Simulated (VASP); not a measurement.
## Se: single point with PBE

The system is Se.

```
Se
1.0
     0.00000    3.21908    3.21908
     3.21908    0.00000    3.21908
     3.21908    3.21908    0.00000
Se
2
Direct
  0.50000 0.50000 0.50000
  0.75000 0.75000 0.75000
```

This cell differs from its parent crystal: strained.

```yaml
Program: VASP 6.6.1
Task: single point
Functional: PBE
Potentials_or_basis: VASP PAW PBE potentials, release 64 (Se)
Cutoff: 520 eV
k_mesh: 12 × 12 × 12
Occupations: gaussian, width 0.1 eV
Spin: no spin polarisation
```

| Quantity | Value |
| --- | --- |
| Pressure | -1.7 GPa |
| Band gap on the k mesh | zero (band 6 reaches 1.90 eV, above the bottom of band 7 at 0.91 eV) |

Levels at points of the mesh, in eV from the Fermi level:
| k point | band 4 | band 5 | band 6 | band 7 | band 8 | band 9 |
| --- | --- | --- | --- | --- | --- | --- |
| (0.00, 0.00, 0.00) | -3.20 | -3.20 | -0.67 | -0.67 | -0.67 | 4.45 |
| (0.50, 0.00, 0.00) | -3.85 | -3.85 | 0.33 | 0.33 | 1.45 | 6.89 |
| (0.50, 0.50, 0.00) | -4.55 | -1.81 | -1.81 | 1.97 | 1.97 | 6.22 |

It took 31 s on 1 thread of Intel(R) Xeon(R) Platinum 8488C (Sapphire Rapids), on a shared host, peak memory 0.22 GiB.

Caveat: the cell differs from its parent crystal (strained).
